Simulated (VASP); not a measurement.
# TiSi (Cmmm) in VASP: further runs, part 2 of 2

VASP 6.6.1.

## (3) Single point, r2SCAN

The input, POSCAR:

```
TiSi
1.0
    1.8161780000     -2.1176240000      0.0000000000
    1.8161780000      2.1176240000      0.0000000000
    0.0000000000      0.0000000000      3.8039340000
Ti Si
1 1
Direct
    0.5000000000      0.5000000000      0.0000000000
    0.0000000000      0.0000000000      0.5000000000
```

The input, INCAR.step1:

```
ALGO     = Normal         # electronic algorithm
EDIFF    = 1E-4           # SCF threshold, eV
ENCUT    = 520            # plane-wave cutoff, eV
GGA      = PE             # functional
ISMEAR   = 0              # smearing method
LASPH    = T              # aspherical terms in the spheres
LCHARG   = F              # write CHGCAR
LREAL    = F              # projectors in reciprocal space
LWAVE    = T              # write WAVECAR
NBANDS   = 15             # bands
NELM     = 80             # most SCF steps
PREC     = Accurate       # precision mode
SIGMA    = 0.1            # smearing width, eV
```

The input, INCAR.step2:

```
ALGO     = Normal         # electronic algorithm
EDIFF    = 1E-7           # SCF threshold, eV
ENCUT    = 520            # plane-wave cutoff, eV
ISIF     = 2              # what is computed and relaxed
ISMEAR   = 0              # smearing method
ISTART   = 1            
LASPH    = T              # aspherical terms in the spheres
LCHARG   = F              # write CHGCAR
LMIXTAU  = T            
LREAL    = F              # projectors in reciprocal space
LWAVE    = F              # write WAVECAR
METAGGA  = R2SCAN         # meta-GGA
NBANDS   = 15             # bands
NELM     = 80             # most SCF steps
PREC     = Accurate       # precision mode
SIGMA    = 0.1            # smearing width, eV
```

The input, KPOINTS:

```
k-points
0
Gamma
  6 6 4
```

Potentials or basis: VASP PAW PBE potentials, release 64 (Ti_sv, Si).

The run is started by

```console
$ cat potpaw_PBE.64/Ti_sv/POTCAR potpaw_PBE.64/Si/POTCAR > POTCAR
$ cp INCAR.step1 INCAR
$ mpirun -np 1 vasp_std > vasp.out
$ cp INCAR.step2 INCAR
$ mpirun -np 1 vasp_std > vasp.out
```

It took 62 s on 1 thread of Intel Xeon 8259CL, shared host; peak memory 0.16 GiB.

Results (log left out):

- Free energy: -22.7766 eV
- Pressure: -1.4 GPa
- Band gap on the k mesh: zero (bands 8 and 9 overlap by 1.50 eV)

Stress tensor (GPa, compression positive):
```
-0.67  0.00  0.00
 0.00 -2.13  0.00
 0.00  0.00 -1.27
```

Levels at points of the mesh, in eV from the Fermi level:
```
           k point  band 6  band 7  band 8  band 9  band 10  band 11
(0.00, 0.00, 0.00)   -2.48   -1.87   -1.22    1.89     2.69     3.33
(0.50, 0.00, 0.00)   -6.74   -2.96   -0.84    2.04     2.65     4.46
(0.50, 0.50, 0.00)   -4.07   -1.70   -1.22   -0.72    -0.22     3.27
(0.00, 0.00, 0.50)   -6.87   -0.89    0.75    0.76     2.00     3.43
(0.50, 0.00, 0.50)   -5.20   -2.89   -1.80    1.62     2.13     2.23
(0.50, 0.50, 0.50)   -3.92   -3.56   -3.15    2.42     2.62     2.74
```

Caveat: the k points lie up to 0.41 Å⁻¹ apart, too coarse for converged energies and pressures of a metal; the PAW data sets were made with another functional, which shifts forces and pressure a little.

## (4) Single point, r2SCAN

POSCAR is that of step 3.

The input, INCAR.step1:

```
SYSTEM = TiSi
ALGO = Normal
EDIFF = 1E-4
ENCUT = 520
GGA = PE
ISMEAR = 0
LASPH = .TRUE.
LCHARG = .FALSE.
LREAL = .FALSE.
LWAVE = .TRUE.
NBANDS = 15
NELM = 100
PREC = Accurate
SIGMA = 0.1
```

The input, INCAR.step2:

```
SYSTEM = TiSi
ALGO = Normal
EDIFF = 1E-7
ENCUT = 520
ISIF = 2
ISMEAR = 0
ISTART = 1
LASPH = .TRUE.
LCHARG = .FALSE.
LMIXTAU = .TRUE.
LREAL = .FALSE.
LWAVE = .FALSE.
METAGGA = R2SCAN
NBANDS = 15
NELM = 100
PREC = Accurate
SIGMA = 0.1
```

The input, KPOINTS:

```
k-points
0
G
  6 6 6
  0 0 0
```

Potentials or basis: VASP PAW PBE potentials, release 64 (Ti_sv, Si).

The run is started by

```console
$ cat potpaw_PBE.64/Ti_sv/POTCAR potpaw_PBE.64/Si/POTCAR > POTCAR
$ cp INCAR.step1 INCAR
$ mpirun -np 1 vasp_std > vasp.out
$ cp INCAR.step2 INCAR
$ mpirun -np 1 vasp_std > vasp.out
```

OUTCAR:

```text
SYSTEM = TiSi
   EDIFF = 1E-7
   ENCUT = 520
   ISIF = 2
   ISMEAR = 0
   ISTART = 1
   LASPH = .TRUE.
   LREAL = .FALSE.
   METAGGA = R2SCAN
   NELM = 100
   PREC = Accurate

 ion  position               nearest neighbor table
   1  0.500  0.500  0.000-   2 2.63   2 2.63   2 2.63   2 2.63   2 2.85   2 2.85   2 2.85   2 2.85

   2  0.000  0.000  0.500-   1 2.63   1 2.63   1 2.63   1 2.63   1 2.85   1 2.85   1 2.85   1 2.85

  LATTYP: Found a base centered orthorhombic cell.
 ALAT       =     3.6323560000
 B/A-ratio  =     1.1659782246
 C/A-ratio  =     1.0472360088

[... 623 lines left out ...]

  FORCE on cell =-STRESS in cart. coord.  units (eV):
  Direction    XX          YY          ZZ          XY          YZ          ZX
  --------------------------------------------------------------------------------------
  -------------------------------------------------------------------------------------
  Total       -0.2244167     -0.1010380     -0.2958256     -0.0000000      0.0000000      0.0000000
  in kB      -12.2884046     -5.5325485    -16.1985504     -0.0000000      0.0000000      0.0000000
  external PRESSURE =     -11.3398345 kB  Pullay stress =       0.0000000 kB

 VOLUME and BASIS-vectors are now :
 -----------------------------------------------------------------------------
  energy-cutoff  :      520.00
  volume of cell :       29.26
      direct lattice vectors                 reciprocal lattice vectors
     1.816178000 -2.117624000  0.000000000     0.275303412 -0.236113682  0.000000000
     1.816178000  2.117624000  0.000000000     0.275303412  0.236113682  0.000000000
     0.000000000  0.000000000  3.803934000     0.000000000  0.000000000  0.262885739

 POSITION                                       TOTAL-FORCE (eV/Angst)
 -----------------------------------------------------------------------------------
      1.81618      0.00000      0.00000        -0.000000     -0.000000      0.000000
      0.00000      0.00000      1.90197         0.000000      0.000000      0.000000
 -----------------------------------------------------------------------------------
    total drift:                               -0.000000     -0.000000     -0.000000

  FREE ENERGIE OF THE ION-ELECTRON SYSTEM (eV)
  ---------------------------------------------------
  free  energy   TOTEN  =       -22.7717944588 eV

  energy  without entropy=      -22.7658965914  energy(sigma->0) =      -22.76884553
```

OUTCAR.step1:

```text
SYSTEM = TiSi
   EDIFF = 1E-4
   ENCUT = 520
   GGA = PE
   ISMEAR = 0
   LASPH = .TRUE.
   LREAL = .FALSE.
[... 656 lines left out ...]
      1.81618      0.00000      0.00000         0.000000      0.000000      0.000000
      0.00000      0.00000      1.90197        -0.000000     -0.000000      0.000000
 -----------------------------------------------------------------------------------
    total drift:                               -0.000000     -0.000000     -0.000000

  FREE ENERGIE OF THE ION-ELECTRON SYSTEM (eV)
  ---------------------------------------------------
  free  energy   TOTEN  =       -14.3102969412 eV

  energy  without entropy=      -14.3030276026  energy(sigma->0) =      -14.30666227
```

Wall time 86 s (1 thread of Intel Xeon 8259CL, shared host); peak memory 0.16 GiB.

What came out:

* Free energy: -22.7718 eV
* Pressure: -1.1 GPa
* Band gap on the k mesh: zero (bands 8 and 9 overlap by 1.52 eV)

Levels at points of the mesh, in eV from the Fermi level:
| k point | band 6 | band 7 | band 8 | band 9 | band 10 | band 11 |
| --- | --- | --- | --- | --- | --- | --- |
| (0.00, 0.00, 0.00) | -2.45 | -1.83 | -1.19 | 1.90 | 2.70 | 3.35 |
| (0.50, 0.00, 0.00) | -6.70 | -2.93 | -0.81 | 2.06 | 2.66 | 4.48 |
| (0.50, 0.50, 0.00) | -4.03 | -1.66 | -1.19 | -0.70 | -0.20 | 3.31 |
| (0.00, 0.00, 0.50) | -6.84 | -0.87 | 0.77 | 0.78 | 2.02 | 3.45 |
| (0.50, 0.00, 0.50) | -5.16 | -2.86 | -1.77 | 1.64 | 2.15 | 2.24 |
| (0.50, 0.50, 0.50) | -3.89 | -3.53 | -3.11 | 2.44 | 2.66 | 2.78 |

Caveat: the k points lie up to 0.38 Å⁻¹ apart, too coarse for converged energies and pressures of a metal; the PAW data sets were made with another functional, which shifts forces and pressure a little.

## (5) Overview

```csv
k mesh,gap on the mesh (eV),pressure (GPa)
4 × 4 × 4,none,-1.9
6 × 6 × 4,none,-1.4
6 × 6 × 6,none,-1.1
```

Alike in all rows: task single point; level r2SCAN; potentials or basis VASP PAW PBE potentials, release 64 (Ti_sv, Si); no spin polarisation; cell as given; cutoff (eV) 520; smearing gaussian 0.1 eV.

Caveats: all runs use coarse meshes; the PAW data sets were made with another functional, which shifts forces and pressure a little.

Absolute energies hang on the potentials; compare differences alone.
